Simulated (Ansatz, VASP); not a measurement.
**C in VASP and in Ansatz**

INCAR

```
SYSTEM = C
  ALGO = Normal
  EDIFF = 1E-7
  EDIFFG = -0.002
  ENCUT = 520
  GGA = PS
  IBRION = 2
  ISIF = 2
  ISMEAR = 0
  LASPH = .True.
  LCHARG = .False.
  LREAL = .False.
  LWAVE = .False.
  NELM = 80
  NSW = 60
  PREC = Accurate
  SIGMA = 0.02
```

The input KPOINTS:

```
k-points
0
Gamma
  9 9 6
  0 0 0
```

The input POSCAR:

```
C
1.0
    2.4990941177      0.0000000000      0.0000000000
   -1.2495470589      2.1642789924      0.0000000000
    0.0000000000      0.0000000000      4.1189829190
C
4
Direct
    0.3333333333      0.6666666667     -0.0002589788
    0.6666666667      0.3333333333      0.4997410212
    0.3333333333      0.6666666667      0.3742589788
    0.6666666667      0.3333333333      0.8742589788
```

Input for Ansatz:

```yaml
crystal:
  lattice:
    - [2.4990941177, 0.0, 0.0]
    - [-1.2495470589, 2.1642789924, 0.0]
    - [0.0, 0.0, 4.118982919]
  atoms:
    - { symbol: C, position: [0.3333333333, 0.6666666667, -0.0002589788] }
    - { symbol: C, position: [0.6666666667, 0.3333333333, 0.4997410212] }
    - { symbol: C, position: [0.3333333333, 0.6666666667, 0.3742589788] }
    - { symbol: C, position: [0.6666666667, 0.3333333333, 0.8742589788] }
basis:
  ecutwfc: 420
kpoints:
  mp_grid: { grid: [9, 9, 6] }
hamiltonian:
  xc: pbesol
  pseudopotentials: { kind: paw, azcp: { folder: soft_1 } }
scf:
  occupations: { method: gaussian, width: 0.02 }
output:
  forces: true
  stress: true
  eigenvalues: true
relax:
  adjacent_minimum: "off"
  f_tol: 0.002
  max_steps: 40
```

Change from the starting cell: strained cell.

Alike in both runs: task relaxation of the atoms; functional PBEsol; k mesh 9 × 9 × 6; occupations gaussian, width 0.02 eV; no spin polarisation.

|  | VASP | Ansatz |
| --- | --- | --- |
| version | VASP 6.6.1 | Ansatz 0.2.0 |
| potentials or method | VASP PAW PBE potentials, release 64 (C), cutoff 520 eV | scalar-relativistic, plane waves, PAW |
| valence electrons in the cell | 16 | 16 |

|  | VASP | Ansatz | Ansatz less VASP |
| --- | --- | --- | --- |
| gap on the k mesh at the Fermi level, each at its own relaxed structure (eV) | 3.03 | 3.05 | +0.020 |

VASP's potentials were made for PBE, not for PBEsol, and Ansatz warns of the same on its side. Ansatz's warnings: stress scf threshold loose.
